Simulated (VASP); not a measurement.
Runs of VASP 6.6.1 on WS2. The structure is that of space group P-6m2 (No. 187), or close to it. The cells are those of the table. 

```tsv
cell	gap on the mesh (eV)	largest force (eV/Å)
a = 3.102, b = 3.102, c = 17.798 Å, angles 90.0, 90.0, 120.0°, 3 atoms	(b)	0.97
a = 3.102, b = 3.102, c = 16.951 Å, angles 90.0, 90.0, 120.0°, 3 atoms	(a)	0.64
a = 3.022, b = 3.022, c = 16.951 Å, angles 90.0, 90.0, 120.0°, 3 atoms	2.17	1.38
a = 3.102, b = 3.102, c = 16.103 Å, angles 90.0, 90.0, 120.0°, 3 atoms	1.78	2.61
a = 3.181, b = 3.181, c = 16.527 Å, angles 90.0, 90.0, 120.0°, 3 atoms	1.61	0.88
```

Alike in all rows: task single point; level r2SCAN; potentials or basis VASP PAW PBE potentials, release 64 (W_sv, S); no spin polarisation; k mesh 12 × 12 × 2; cutoff (eV) 520; smearing gaussian 0.05 eV.

Task: Estimate the missing entries.

Result: (a) 2.21; (b) 1.89.

Caveats: the PAW data sets were made with another functional, which shifts forces and pressure a little; spin-orbit coupling is left out, which moves the levels of the heavy elements.

A k mesh can miss the band edges, and the runs leave out spin-orbit coupling on W.
